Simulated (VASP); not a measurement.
# Co2Sn (P4_2/mmc) in VASP: a series of runs, part 2 of 2

VASP 6.6.1. The steps go on from the part before.

### 4 Single point, PBE, collinear spin, ferromagnetic start

Contents of INCAR:

```
  PREC = Accurate
  ENCUT = 600
  EDIFF = 1E-6
  ISMEAR = 0
  SIGMA = 0.1
  LREAL = False
  LASPH = True
  NELM = 200
  ALGO = Normal
  ISIF = 2
  LWAVE = False
  LCHARG = True
  ISPIN = 2
  MAGMOM = 3 3 3 3 0 0
  LORBIT = 11
  LMAXMIX = 4
  GGA = PE
  LELF = True
  LVHAR = True
  NBANDS = 45
  GGA_COMPAT = False
```

Contents of KPOINTS:

```
regular mesh
0
Gamma
  4 4 4
```

Contents of POSCAR:

```
Co2Sn
1.0
    4.2913976200      0.0000000000      0.0000000000
    0.0000000000      4.2913976200      0.0000000000
    0.0000000000      0.0000000000      5.1461028900
Co Sn
4 2
Direct
    0.0000000000      0.5000000000      0.0000000000
    0.5000000000      0.0000000000      0.5000000000
    0.0000000000      0.0000000000      0.0000000000
    0.0000000000      0.0000000000      0.5000000000
    0.5000000000      0.5000000000      0.0000000000
    0.5000000000      0.5000000000      0.5000000000
```

Potentials or basis: VASP PAW PBE potentials, release 64 (Co, Sn_d).

Command:

```bash
$ cat potpaw_PBE.64/Co/POTCAR potpaw_PBE.64/Sn_d/POTCAR > POTCAR
$ mpirun -np 1 vasp_std > vasp.out
```

OUTCAR:

```text
PREC = Accurate
   ENCUT = 600
   EDIFF = 1E-6
   ISMEAR = 0
   LREAL = False
   LASPH = True
   NELM = 200
   ISIF = 2
   ISPIN = 2
   LORBIT = 11
   GGA = PE

 ion  position               nearest neighbor table
   1  0.000  0.500  0.000-   3 2.15   5 2.15   3 2.15   5 2.15   6 3.35   6 3.35   6 3.35   6 3.35

   2  0.500  0.000  0.500-   4 2.15   6 2.15   6 2.15   4 2.15   5 3.35   5 3.35   5 3.35   5 3.35

   3  0.000  0.000  0.000-   1 2.15   1 2.15   4 2.57   4 2.57   5 3.03   5 3.03   5 3.03   5 3.03

   4  0.000  0.000  0.500-   2 2.15   2 2.15   3 2.57   3 2.57   6 3.03   6 3.03   6 3.03   6 3.03

   5  0.500  0.500  0.000-   1 2.15   1 2.15   6 2.57   6 2.57   3 3.03   3 3.03   3 3.03   3 3.03
                             2 3.35   2 3.35   2 3.35   2 3.35
   6  0.500  0.500  0.500-   2 2.15   2 2.15   5 2.57   5 2.57   4 3.03   4 3.03   4 3.03   4 3.03
                             1 3.35   1 3.35   1 3.35   1 3.35

  LATTYP: Found a simple tetragonal cell.
 ALAT       =     4.2913976200
 C/A-ratio  =     1.1991671119

  Lattice vectors:

 A1 = (   4.2913976200,   0.0000000000,   0.0000000000)
[... 1909 lines left out ...]
  Total       26.8821619     26.8821619     10.1761636      0.0000000      0.0000000      0.0000000
  in kB      454.4632790    454.4632790    172.0357418      0.0000000      0.0000000      0.0000000
  external PRESSURE =     360.3207666 kB  Pullay stress =       0.0000000 kB

 VOLUME and BASIS-vectors are now :
 -----------------------------------------------------------------------------
  energy-cutoff  :      600.00
  volume of cell :       94.77
      direct lattice vectors                 reciprocal lattice vectors
     4.291397620  0.000000000  0.000000000     0.233024317  0.000000000  0.000000000
     0.000000000  4.291397620  0.000000000     0.000000000  0.233024317  0.000000000
     0.000000000  0.000000000  5.146102890     0.000000000  0.000000000  0.194321805

 POSITION                                       TOTAL-FORCE (eV/Angst)
 -----------------------------------------------------------------------------------
      0.00000      2.14570      0.00000         0.000000      0.000000      0.000000
      2.14570      0.00000      2.57305         0.000000      0.000000      0.000000
      0.00000      0.00000      0.00000         0.000000      0.000000      0.000000
      0.00000      0.00000      2.57305         0.000000      0.000000      0.000000
      2.14570      2.14570      0.00000         0.000000      0.000000      0.000000
      2.14570      2.14570      2.57305         0.000000      0.000000      0.000000
 -----------------------------------------------------------------------------------
    total drift:                                0.000000      0.000000      0.000000

  FREE ENERGIE OF THE ION-ELECTRON SYSTEM (eV)
  ---------------------------------------------------
  free  energy   TOTEN  =       -26.5875235262 eV

  energy  without entropy=      -26.5476880573  energy(sigma->0) =      -26.56760579

 total charge

# of ion       s       p       d       tot
------------------------------------------
    1        0.570   0.535   7.630   8.735
    2        0.570   0.535   7.630   8.735
    3        0.473   0.356   7.275   8.104
    4        0.473   0.356   7.275   8.104
    5        1.264   1.413  10.125  12.802
    6        1.264   1.413  10.125  12.802
--------------------------------------------------
tot          4.614   4.608  50.060  59.283

 magnetization (x)

# of ion       s       p       d       tot
------------------------------------------
    1        0.009  -0.006   1.107   1.110
    2        0.009  -0.006   1.107   1.110
    3        0.013   0.005   1.819   1.837
    4        0.013   0.005   1.819   1.837
    5        0.000  -0.024  -0.008  -0.032
    6        0.000  -0.024  -0.008  -0.032
--------------------------------------------------
tot          0.044  -0.050   5.835   5.829
```

Run time: 5.8 min. Hardware: 1 thread of Oxide Virtual Turin-like, shared host; peak memory 0.31 GiB.

Results:

* Free energy: -26.5875 eV
* Pressure: 36.0 GPa
* Net moment: 5.79 μB per cell
* Site moments: Co +1.11, +1.84 (each value once); Sn -0.03 μB
* Valence electrons inside the program's atomic spheres: Co 8.73, 8.10 (each value once); Sn 12.80

Caveat: the k points lie up to 0.37 Å⁻¹ apart; spin-orbit coupling is left out, which moves the levels of the heavy elements.

### 5 Single point, PBE, collinear spin, ferromagnetic start

This run uses another cell than the first one, of 20.44 Å³/atom.

Contents of INCAR:

```
ALGO = Normal
EDIFF = 1E-6
ENCUT = 600
GGA = PE
GGA_COMPAT = False
ISIF = 2
ISMEAR = 0
ISPIN = 2
LASPH = True
LCHARG = True
LELF = True
LMAXMIX = 4
LORBIT = 11
LREAL = False
LVHAR = True
LWAVE = False
MAGMOM = 3 3 3 3 0 0
NBANDS = 45
NELM = 200
PREC = Accurate
SIGMA = 0.1
```

Contents of KPOINTS:

```
k-points
0
Gamma
  4 4 4
```

Edit POSCAR of step 4 so:

```diff
@@ -2,5 +2,5 @@
 1.0
-    4.2913976200      0.0000000000      0.0000000000
-    0.0000000000      4.2913976200      0.0000000000
-    0.0000000000      0.0000000000      5.1461028900
+    4.7319444963      0.0000000000      0.0000000000
+    0.0000000000      4.7319444963      0.0000000000
+    0.0000000000      0.0000000000      5.4769501808
 Co Sn
```

Command:

```bash
$ cat potpaw_PBE.64/Co/POTCAR potpaw_PBE.64/Sn_d/POTCAR > POTCAR
$ mpirun -np 1 vasp_std > vasp.out
```

It took 6.4 min on 1 thread of Oxide Virtual Turin-like, shared host; peak memory 0.38 GiB.

The run converged. Its results:

```
Free energy                                           : -29.1878 eV
Pressure                                              : 0.0 GPa
Net moment                                            : 6.47 μB per cell
Site moments                                          : Co +1.32, +2.02 (each value once); Sn -0.03 μB
Valence electrons inside the program's atomic spheres : Co 8.20, 7.81 (each value once); Sn 12.43
```

Levels at points of the mesh, in eV from the Fermi level:
Spin up:
| k point | band 33 | band 34 | band 35 | band 36 | band 37 | band 38 |
| --- | --- | --- | --- | --- | --- | --- |
| (0.00, 0.00, 0.00) | -1.17 | -1.13 | -0.26 | 0.51 | 1.73 | 1.73 |
| (0.50, 0.00, 0.00) | -1.05 | -0.91 | -0.29 | 0.78 | 1.16 | 1.65 |
| (0.50, 0.50, 0.00) | -1.58 | -1.58 | -1.58 | -0.28 | 1.65 | 1.65 |
| (0.00, 0.00, 0.50) | -0.73 | -0.73 | 0.19 | 0.19 | 0.54 | 0.54 |
| (0.50, 0.00, 0.50) | -1.23 | -1.12 | 0.15 | 2.04 | 2.15 | 2.72 |
| (0.50, 0.50, 0.50) | -1.32 | -1.32 | -0.96 | -0.96 | -0.32 | -0.32 |
Spin down:
| k point | band 27 | band 28 | band 29 | band 30 | band 31 | band 32 |
| --- | --- | --- | --- | --- | --- | --- |
| (0.00, 0.00, 0.00) | 0.11 | 0.16 | 0.29 | 0.29 | 0.76 | 0.79 |
| (0.50, 0.00, 0.00) | -0.38 | -0.27 | -0.05 | 0.23 | 0.25 | 0.40 |
| (0.50, 0.50, 0.00) | -0.60 | -0.39 | -0.39 | -0.38 | -0.11 | -0.09 |
| (0.00, 0.00, 0.50) | -0.14 | -0.14 | -0.04 | -0.04 | 0.68 | 0.68 |
| (0.50, 0.00, 0.50) | -0.52 | -0.41 | -0.22 | -0.12 | 0.25 | 0.34 |
| (0.50, 0.50, 0.50) | -0.58 | -0.58 | -0.54 | -0.54 | -0.01 | -0.01 |

Caveat: spin-orbit coupling is left out, which moves the levels of the heavy elements.
